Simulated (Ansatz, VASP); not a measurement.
# One calculation of PbO, two programs

```
Pb O
1.0
     4.03424    0.00000    0.00000
     0.00000    4.03424    0.00000
     0.00000    0.00000    4.99305
Pb O
2 2
Direct
  0.50000 0.00000 0.23777
  0.00000 0.50000 0.76223
  0.00000 0.00000 0.00000
  0.50000 0.50000 0.00000
```

Alike in both runs: functional PBE; dispersion D3(BJ); k mesh 8 × 8 × 6; occupations gaussian, width 0.02 eV; no spin polarisation.

Ansatz relaxed the structure, and its values are those at the end. VASP's run is a single point on that final structure, the one shown.

|  | VASP | Ansatz |
| --- | --- | --- |
| version | VASP 6.6.1 | Ansatz 0.2.0 |
| potentials or method | VASP PAW PBE potentials, release 64 (Pb_d, O), cutoff 520 eV | scalar-relativistic, plane waves, PAW |
| valence electrons in the cell | 40 | 40 |

```csv
,VASP,Ansatz,Ansatz less VASP
gap on the k mesh at the Fermi level (eV),1.27,1.27,-0.006
least direct gap on the mesh (eV),2.18,2.18,-0.001
pressure (GPa),0.1,0.0,-0.06
rms of the force components (eV/Å),0.015,0.000,-0.0155
```

Ansatz's warnings: relaxed geometry near dispersion switch.

Spin-orbit coupling is off throughout.
